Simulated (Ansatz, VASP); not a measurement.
**Two plane-wave programs on In**

The input INCAR:

```
SYSTEM = In
PREC = Accurate ; ENCUT = 520
EDIFF = 1E-6 ; ISMEAR = -1
SIGMA = 0.1 ; LREAL = .False.
LASPH = .True. ; NELM = 80
ALGO = Normal ; ISIF = 2
LWAVE = .False. ; LCHARG = .False.
GGA = RE ; NBANDS = 26
```

KPOINTS

```
Automatic mesh
0
Gamma
  8 8 11
  0 0 0
```

POSCAR

```
In
1.0
    5.5128717945      0.0000000000      0.0000000000
   -2.7564358973      4.7742870218      0.0000000000
    0.0000000000      0.0000000000      3.4232081741
In
3
Direct
    0.0000000000      0.0000000000      0.0000000000
    0.3333333333      0.6666666667      0.5000000000
    0.6666666667      0.3333333333      0.5000000000
```

Input for Ansatz:

```yaml
crystal:
  lattice:
    - [5.5128717945, 0.0, 0.0]
    - [-2.7564358973, 4.7742870218, 0.0]
    - [0.0, 0.0, 3.4232081741]
  atoms:
    - { symbol: In, position: [0.0, 0.0, 0.0] }
    - { symbol: In, position: [0.3333333333, 0.6666666667, 0.5] }
    - { symbol: In, position: [0.6666666667, 0.3333333333, 0.5] }
hamiltonian:
  xc: revpbe
  pseudopotentials:
    kind: paw
    azcp:
      In: "pseudopotentials/In.paw.azcp"
basis:
  ecutwfc: 420
  fft_grid_basis: typed
kpoints:
  mp_grid: { grid: [8, 8, 11], shift: [0, 0, 0] }
magnetization:
  spin_polarized: false
scf:
  occupations: { method: fermi_dirac, width: 0.1 }
  lower_state_search: "off"
output:
  stress: true
  write_density: true
  write_potential: true
  elf: true
  volumetric_format: npy
```

Alike in both runs: task single point; functional revPBE; k mesh 8 × 8 × 11; occupations fermi-dirac, width 0.1 eV; no spin polarisation.

|  | VASP | Ansatz |
| --- | --- | --- |
| version | VASP 6.6.1 | Ansatz 0.2.0 |
| potentials or method | VASP PAW PBE potentials, release 64 (In_d), cutoff 520 eV | plane waves (420 eV) with PAW, scalar-relativistic |
| valence electrons in the cell | 39 | 39 |

```csv
,VASP,Ansatz,Ansatz less VASP
pressure (GPa),-1.0,-0.9,+0.04
"traceless stress, the component that is largest in VASP (GPa)",-0.19,-0.19,0.000
```

VASP's potentials were made for PBE, not for revPBE.
